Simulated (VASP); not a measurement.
Runs of VASP 6.6.1 on In. The structure is that of space group P6_3/mmc (No. 194), or close to it. The cells are those of the table. 

```csv
level,cell,gap on the mesh (eV),pressure (GPa)
PBEsol,"a = 3.503, b = 3.503, c = 11.248 Å, angles 90.0, 90.0, 120.0°, 4 atoms",none,-4.7
PBE,"a = 3.220, b = 3.220, c = 10.985 Å, angles 90.0, 90.0, 120.0°, 4 atoms",none,5.2
PBE,"a = 3.164, b = 3.164, c = 10.805 Å, angles 90.0, 90.0, 120.0°, 4 atoms",none,(a)
PBE,"a = 3.407, b = 3.407, c = 9.967 Å, angles 90.0, 90.0, 120.0°, 4 atoms",none,4.6
```

Alike in all rows: task single point; potentials or basis VASP PAW PBE potentials, release 64 (In_d); no spin polarisation; k mesh 15 × 15 × 4; cutoff (eV) 520; smearing gaussian 0.1 eV.

Fill in the values left out.

(a) 8.7.

Caveats: spin-orbit coupling is left out, which moves the levels of the heavy elements; the PAW data sets were made with another functional, which shifts forces and pressure a little (some runs).

A k mesh can miss the band edges, and the runs leave out spin-orbit coupling on In.

A gap of «none» marks levels without a gap at the run's occupations.
